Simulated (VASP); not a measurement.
Re: single point with PBEsol

The system is Re.

```
Re
1.0
     2.75130    0.00000    0.00000
    -1.37565    2.38270    0.00000
     0.00000    0.00000    4.44101
Re
2
Direct
  0.33333 0.66667 0.25000
  0.66667 0.33333 0.75000
```

```json
{"Program": "VASP 6.6.1", "Task": "single point", "Functional": "PBEsol", "Potentials or basis": "VASP PAW PBE potentials, release 64 (Re)", "Cutoff": "520 eV", "k mesh": "18 × 18 × 10", "Occupations": "fermi-dirac, width 0.08 eV", "Spin": "no spin polarisation"}
```

```
Pressure               : 0.0 GPa
Band gap on the k mesh : zero (band 7 reaches 9.34 eV, above the bottom of band 8 at 6.10 eV)
```

Stress tensor (GPa, compression positive):
```
 0.06  0.00  0.00
 0.00  0.06  0.00
 0.00  0.00 -0.08
```

Levels at points of the mesh, in eV from the Fermi level:
| k point | band 3 | band 4 | band 5 | band 6 | band 7 | band 8 | band 9 | band 10 | band 11 | band 12 |
| --- | --- | --- | --- | --- | --- | --- | --- | --- | --- | --- |
| (0.00, 0.00, 0.00) | -1.61 | -1.61 | -1.60 | -0.75 | -0.75 | 0.19 | 0.19 | 0.65 | 3.43 | 3.43 |
| (0.50, 0.00, 0.00) | -5.33 | -1.97 | -1.74 | -1.38 | -0.60 | 4.05 | 4.47 | 4.59 | 6.17 | 7.18 |
| (0.00, 0.00, 0.50) | -2.41 | -2.41 | -1.74 | -1.74 | -1.74 | -1.74 | 2.60 | 2.60 | 2.60 | 2.60 |
| (0.50, 0.00, 0.50) | -4.15 | -4.15 | 0.40 | 0.40 | 0.95 | 0.95 | 4.36 | 4.36 | 4.87 | 4.87 |

It took 60 s on 1 thread of Intel(R) Xeon(R) Platinum 8259CL CPU @ 2.50GHz (Skylake/Cascade Lake), on a shared host, peak memory 0.2 GiB.

Caveat: the PAW data sets were made with another functional, which shifts forces and pressure a little; spin-orbit coupling is left out, which moves the levels of the heavy elements.
